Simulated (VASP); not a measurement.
# PbSe (Fm-3m) in VASP: elastic constants with PBEsol

Aim: the elastic constants of PbSe with PBEsol.

Everything below comes from runs of VASP 6.6.1. Logs are shortened: lines on timing, memory, paths and dates and some standing lists are left out, and cuts for length are marked.

## (1) The cell of the first run

Symmetry: Fm-3m, No. 225, cubic system. Conventional cell: a = 5.736 Å, b = 5.736 Å, c = 5.736 Å, α = 90.00°, β = 90.00°, γ = 90.00°. Within 3.8 Å of Pb (site symmetry m-3m) lie 6 Se at 2.87 Å. Se (site symmetry m-3m) has 6 Pb at 2.87 Å within 3.8 Å.

## (2) Elastic constants, PBEsol

Contents of INCAR:

```
PREC = Accurate ; ENCUT = 600
EDIFF = 1E-8 ; ISMEAR = 0
SIGMA = 0.01 ; LREAL = F
LASPH = T ; NELM = 80
ALGO = Normal ; ISIF = 3
LWAVE = F ; LCHARG = T
GGA = PS ; IBRION = 6
NFREE = 2 ; POTIM = 0.015
NSW = 1
```

Contents of KPOINTS:

```
regular mesh
0
Gamma
  14 14 14
```

Contents of POSCAR:

```
PbSe
1.0
    0.0000000000      2.8681189491      2.8681189491
    2.8681189491      0.0000000000      2.8681189491
    2.8681189491      2.8681189491      0.0000000000
Pb Se
1 1
Direct
    0.0000000000      0.0000000000      0.0000000000
    0.5000000000      0.5000000000      0.5000000000
```

Potentials or basis: VASP PAW PBE potentials, release 64 (Pb_d, Se).

The run is started by

```
$ cat potpaw_PBE.64/Pb_d/POTCAR potpaw_PBE.64/Se/POTCAR > POTCAR
$ mpirun -np 1 vasp_std > vasp.out
```

OUTCAR:

```text
PREC = Accurate
   ENCUT = 600
   EDIFF = 1E-8
   ISMEAR = 0
   LREAL = F
   LASPH = T
   NELM = 80
   ISIF = 3
   GGA = PS
   IBRION = 6
   NFREE = 2
   POTIM = 0.015
   NSW = 1

 ion  position               nearest neighbor table
   1  0.000  0.000  0.000-   2 2.87   2 2.87   2 2.87   2 2.87   2 2.87   2 2.87
   2  0.500  0.500  0.500-   1 2.87   1 2.87   1 2.87   1 2.87   1 2.87   1 2.87

  LATTYP: Found a face centered cubic cell.
 ALAT       =     5.7362378982

  Lattice vectors:

 A1 = (   0.0000000000,   2.8681189491,   2.8681189491)
 A2 = (   2.8681189491,   0.0000000000,   2.8681189491)
 A3 = (   2.8681189491,   2.8681189491,   0.0000000000)

Analysis of symmetry for initial positions (statically):
=====================================================================
 Subroutine PRICEL returns:
 Original cell was already a primitive cell.

 Routine SETGRP: Setting up the symmetry group for a
 face centered cubic supercell.

 Subroutine GETGRP returns: Found 48 space group operations
 (whereof 48 operations were pure point group operations)
 out of a pool of 48 trial point group operations.

The static configuration has the point symmetry O_h .

Analysis of symmetry for dynamics (positions and initial velocities):
=====================================================================
 Subroutine PRICEL returns:
 Original cell was already a primitive cell.

 Routine SETGRP: Setting up the symmetry group for a
 face centered cubic supercell.

 Subroutine GETGRP returns: Found 48 space group operations
 (whereof 48 operations were pure point group operations)
 out of a pool of 48 trial point group operations.

The dynamic configuration has the point symmetry O_h .

 Subroutine INISYM returns: Found 48 space group operations
 (whereof 48 operations are pure point group operations),
 and found     1 'primitive' translations

----------------------------------------------------------------------------------------

                                     Primitive cell

  volume of cell :      47.1869

  direct lattice vectors                    reciprocal lattice vectors
     0.000000000  2.868118949  2.868118949    -0.174330287  0.174330287  0.174330287
     2.868118949  0.000000000  2.868118949     0.174330287 -0.174330287  0.174330287
     2.868118949  2.868118949  0.000000000     0.174330287  0.174330287 -0.174330287

  length of vectors
     4.056132716  4.056132716  4.056132716     0.301948915  0.301948915  0.301948915

  position of ions in fractional coordinates (direct lattice)
     0.000000000  0.000000000  0.000000000
     0.500000000  0.500000000  0.500000000

  ion indices of the primitive-cell ions
   primitive index   ion index
                 1           1
                 2           2

----------------------------------------------------------------------------------------

 KPOINTS: regular mesh

Automatic generation of k-mesh.
 Grid dimensions read from file:
 generate k-points for:   14   14   14

 Generating k-lattice:

  Cartesian coordinates                     Fractional coordinates (reciprocal lattice)
    -0.012452163  0.012452163  0.012452163     0.071428571  0.000000000  0.000000000
     0.012452163 -0.012452163  0.012452163     0.000000000  0.071428571  0.000000000
     0.012452163  0.012452163 -0.012452163     0.000000000  0.000000000  0.071428571

[... 112 lines left out ...]
  -------------------------------------------------------------------------------------
  Total        4.4423713      4.4423713      4.4423713     -0.0000000      0.0000000      0.0000000
  in kB      150.8356388    150.8356388    150.8356388     -0.0000000      0.0000000      0.0000000
  external PRESSURE =     150.8356388 kB  Pullay stress =       0.0000000 kB
[... 89 lines left out ...]
  FREE ENERGIE OF THE ION-ELECTRON SYSTEM (eV)
  ---------------------------------------------------
  free  energy   TOTEN  =        -8.4536907960 eV

  energy  without entropy=       -8.4536907960  energy(sigma->0) =       -8.45369080

[... ionic steps 4 to 14 ...]

--------------------------------------- Ionic step       15  -------------------------------------------

 number of electron      20.0000001 magnetization

------------------------ aborting loop because EDIFF is reached ----------------------------------------
[... 67 lines left out ...]
--------------------------------------- Ionic step       17  -------------------------------------------

 number of electron      20.0000002 magnetization

 Free energy of the ion-electron system (eV)
  ---------------------------------------------------
  ext. energy  EPLUGINS =         0.00000000
  ---------------------------------------------------
  free energy    TOTEN  =        -8.53033652 eV

  energy without entropy =       -8.53033652  energy(sigma->0) =       -8.53033652

 E-fermi :   7.3497     XC(G=0): -10.6430

 val. band max:        7.2283477283   @ k =   0.0000  -0.4286   0.0714
 cond. band min:       7.6303521153   @ k =   0.0000  -0.4286   0.0714
 fundamental gap:      0.4020043870
 Fermi energy:         7.3496741297

 k-point     1 :       0.0000    0.0000    0.0000
  band No.  band energies     occupation
      1      -9.6523      2.00000
      2      -9.6521      2.00000
      3      -9.6408      2.00000
      4      -9.6408      2.00000
      5      -9.6408      2.00000
      6      -7.9206      2.00000
      7       1.6234      2.00000
      8       4.7343      2.00000
      9       4.7348      2.00000
     10       4.7348      2.00000
     11      12.6637      0.00000
     12      12.6637      0.00000
     13      12.6682      0.00000
     14      13.5587      0.00000
[... 377 lines left out ...]
      1      -9.7395      2.00000
      2      -9.6558      2.00000
      3      -9.6499      2.00000
      4      -9.6071      2.00000
      5      -9.5949      2.00000
      6      -7.1275      2.00000
      7      -0.5298      2.00000
      8       4.1957      2.00000
      9       4.3419      2.00000
     10       6.2615      2.00000
     11       9.0676      0.00000
     12      11.1234      0.00000
     13      11.5568      0.00000
     14      12.6926      0.00000

 [... further k-points ...]

------------------------ aborting loop because EDIFF is reached ----------------------------------------

  FORCE on cell =-STRESS in cart. coord.  units (eV):
  Direction    XX          YY          ZZ          XY          YZ          ZX
  --------------------------------------------------------------------------------------
  -------------------------------------------------------------------------------------
  Total        4.4479713      4.4418690      4.4418690     -0.0000000      0.0000000      0.0000000
  in kB      151.0257807    150.8185817    150.8185817     -0.0000000      0.0000000      0.0000000
  external PRESSURE =     150.8876480 kB  Pullay stress =       0.0000000 kB
[... 17 lines left out ...]
  FREE ENERGIE OF THE ION-ELECTRON SYSTEM (eV)
  ---------------------------------------------------
  free  energy   TOTEN  =        -8.5303365189 eV

  energy  without entropy=       -8.5303365189  energy(sigma->0) =       -8.53033652

 INTERNAL STRAIN TENSORS FROM STRAINED CELLS
 ============================================

 INTERNAL STRAIN TENSOR FOR ION    1 for displacements in x,y,z  (eV/Angst):
          X           Y           Z          XY          YZ          ZX
  --------------------------------------------------------------------------------
  x     0.00000    -0.00000     0.00000    -0.00000     0.00000    -0.00000
  y     0.00000     0.00000     0.00000     0.00000    -0.00000     0.00000
  z    -0.00000    -0.00000    -0.00000     0.00000     0.00000    -0.00000

 INTERNAL STRAIN TENSORS FROM DISPLACED ATOMS
 ============================================

 INTERNAL STRAIN TENSOR FOR ION    1 for displacements in x,y,z  (eV/Angst):
          X           Y           Z          XY          YZ          ZX
  --------------------------------------------------------------------------------
  x     0.00000     0.00000     0.00000     0.00000     0.00000     0.00000
  y     0.00000     0.00000     0.00000     0.00000     0.00000     0.00000
  z     0.00000     0.00000     0.00000     0.00000     0.00000     0.00000

 INTERNAL STRAIN TENSOR FOR ION    2 for displacements in x,y,z  (eV/Angst):
          X           Y           Z          XY          YZ          ZX
  --------------------------------------------------------------------------------
  x     0.00000     0.00000     0.00000     0.00000     0.00000     0.00000
  y     0.00000     0.00000     0.00000     0.00000     0.00000     0.00000
  z     0.00000     0.00000     0.00000     0.00000     0.00000     0.00000

 Eigenvectors and eigenvalues of the dynamical matrix
 ----------------------------------------------------

   1 f  =    3.657831 THz    22.982829 2PiTHz  122.012105 cm-1    15.127566 meV
             X         Y         Z           dx          dy          dz
      0.000000  0.000000  0.000000    -0.525790    0.000000    0.000000
      2.868119  2.868119  2.868119     0.850614    0.000000    0.000000
[... 21 lines left out ...]
   6 f/i=    0.002152 THz     0.013519 2PiTHz    0.071769 cm-1     0.008898 meV
             X         Y         Z           dx          dy          dz
      0.000000  0.000000  0.000000     0.000000    0.000000    0.850614
      2.868119  2.868119  2.868119     0.000000    0.000000    0.525790

--------------------------------------------------------------------------------------------------------

 ELASTIC MODULI CONTR FROM IONIC RELAXATION (kBar)
 Direction    XX          YY          ZZ          XY          YZ          ZX
 --------------------------------------------------------------------------------
 XX           0.0000      0.0000      0.0000      0.0000      0.0000      0.0000
 YY           0.0000      0.0000      0.0000      0.0000      0.0000      0.0000
 ZZ           0.0000      0.0000      0.0000      0.0000      0.0000      0.0000
 XY           0.0000      0.0000      0.0000      0.0000      0.0000      0.0000
 YZ           0.0000      0.0000      0.0000      0.0000      0.0000      0.0000
 ZX           0.0000      0.0000      0.0000      0.0000      0.0000      0.0000
 --------------------------------------------------------------------------------

 TOTAL ELASTIC MODULI (kBar)
 Direction    XX          YY          ZZ          XY          YZ          ZX
 --------------------------------------------------------------------------------
 XX        2825.7520     75.7449     75.7449     -0.0000      0.0000      0.0000
 YY          75.7449   2825.7520     75.7449     -0.0000      0.0000     -0.0000
 ZZ          75.7449     75.7449   2825.7520      0.0000     -0.0000      0.0000
 XY          -0.0000     -0.0000      0.0000    128.9477     -0.0000      0.0000
 YZ           0.0000      0.0000     -0.0000     -0.0000    128.9477      0.0000
 ZX           0.0000     -0.0000      0.0000      0.0000      0.0000    128.9477
 --------------------------------------------------------------------------------
```

Run time: 49 min. Hardware: 1 thread of Oxide Virtual Turin-like, shared host; peak memory 1 GiB.

What came out:

```
Elastic constants C11, C12, C44                         : 283, 8, 13 GPa
Voigt bulk modulus                                      : 99 GPa
Highest phonon frequency at Γ, LO-TO splitting left out : 122 cm⁻¹
```

Phonon frequencies in cm⁻¹ (negative: imaginary):
```tsv
q point	frequencies
(0.000, 0.000, 0.000)	0 0 0 122 122 122
```

Elastic tensor in Voigt notation (GPa, in the Cartesian axes of the cell as first typed):
```
283   8   8   0   0   0
  8 283   8   0   0   0
  8   8 283   0   0   0
  0   0   0  13   0   0
  0   0   0   0  13   0
  0   0   0   0   0  13
```

Clamped-ion elastic tensor (GPa):
```
283   8   8   0   0   0
  8 283   8   0   0   0
  8   8 283   0   0   0
  0   0   0  13   0   0
  0   0   0   0  13   0
  0   0   0   0   0  13
```

Caveat: the cell is under stress, which shifts elastic constants; the PAW data sets were made with another functional, which shifts forces and pressure a little; spin-orbit coupling is left out, which moves the levels of the heavy elements.
